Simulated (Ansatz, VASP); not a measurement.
# ScAl in VASP and in Ansatz

```
Sc Al
1.0
     3.37035    0.00000    0.00000
     0.00000    3.37035    0.00000
     0.00000    0.00000    3.37035
Sc Al
1 1
Cartesian
  1.6852 1.6852 1.6852
  0.0000 0.0000 0.0000
```

Alike in both runs: task single point; functional PBEsol; k mesh 10 × 10 × 10; occupations gaussian, width 0.1 eV; no spin polarisation.

|  | VASP | Ansatz |
| --- | --- | --- |
| version | VASP 6.6.1 | Ansatz 0.2.0 |
| potentials or method | VASP PAW PBE potentials, release 64 (Sc_sv, Al), cutoff 520 eV | scalar-relativistic, plane waves, PAW |
| valence electrons in the cell | 14 | 14 |

```tsv
	VASP	Ansatz	Ansatz less VASP
gap on the k mesh at the Fermi level (eV)	none	none	-
pressure (GPa)	-1.7	-1.8	-0.12
```

VASP's potentials were made for PBE, not for PBEsol. A gap of «none» marks a metal or a gap that the smearing closes. The functional is the same, so the differences come from potentials, cutoffs and numerics.
